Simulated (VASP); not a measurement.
## BaTiO3: single point with PBEsol

Crystal: BaTiO3.

```xyz
5
Lattice="3.9841 0.0000 0.0000 0.0000 2.8371 2.7889 0.0000 -2.8371 2.7889" Properties=species:S:1:pos:R:3 pbc="T T T"
Ba    0.0000    0.0000    0.0000
Ti    1.9921    0.0000    2.8329
O     0.0000    0.0000    2.7448
O     1.9921   -1.3936    4.1728
O     1.9921    1.3936    4.1728
```

This cell differs from its parent crystal: zz strain of -2 %.

```yaml
Program: VASP 6.6.1
Task: single point
Functional: PBEsol
Potentials_or_basis: VASP PAW PBE potentials, release 64 (Ba_sv, Ti_sv, O)
Cutoff: 520 eV
k_mesh: 8 × 8 × 8
Occupations: fermi-dirac, width 0.05 eV
Spin: no spin polarisation
```

- Pressure: 1.0 GPa
- Largest force: 0.143 eV/Å
- Band gap on the k mesh: 1.81 eV (least direct gap 1.94 eV)

Forces on the atoms (eV/Å):
```
Ba   0.000  0.000  0.076
Ti   0.000  0.000  0.085
O    0.000  0.000  0.118
O    0.000 -0.030 -0.140
O    0.000  0.030 -0.140
```

Stress tensor (GPa, compression positive):
```
 0.37  0.00  0.00
 0.00 -0.83  0.00
 0.00  0.00  3.55
```

Levels at points of the mesh, in eV from the valence-band top:
| k point | band 18 | band 19 | band 20 | band 21 | band 22 | band 23 |
| --- | --- | --- | --- | --- | --- | --- |
| (0.00, 0.00, 0.00) | -0.24 | -0.22 | -0.13 | 1.81 | 1.82 | 1.84 |
| (0.50, 0.00, 0.00) | -1.76 | -0.84 | -0.70 | 1.98 | 3.54 | 3.60 |
| (0.00, 0.50, 0.00) | -1.82 | -0.78 | -0.75 | 1.99 | 3.61 | 3.62 |
| (0.50, 0.50, 0.00) | -0.90 | -0.90 | -0.11 | 3.59 | 3.62 | 4.01 |
| (0.00, 0.50, 0.50) | -0.88 | -0.83 | -0.11 | 3.62 | 3.64 | 4.03 |
| (0.50, 0.50, 0.50) | -0.03 | -0.02 | 0.00 | 4.25 | 4.31 | 4.31 |

Wall time 64 s on 1 thread of AMD EPYC 9R45 96-Core Processor (Zen 5), with other jobs on the host, peak memory 0.28 GiB.

Caveat: the cell differs from its parent crystal (zz strain of -2 %); the PAW data sets were made with another functional, which shifts forces and pressure a little; spin-orbit coupling is left out, which moves the levels of the heavy elements. A k mesh can miss the band edges.
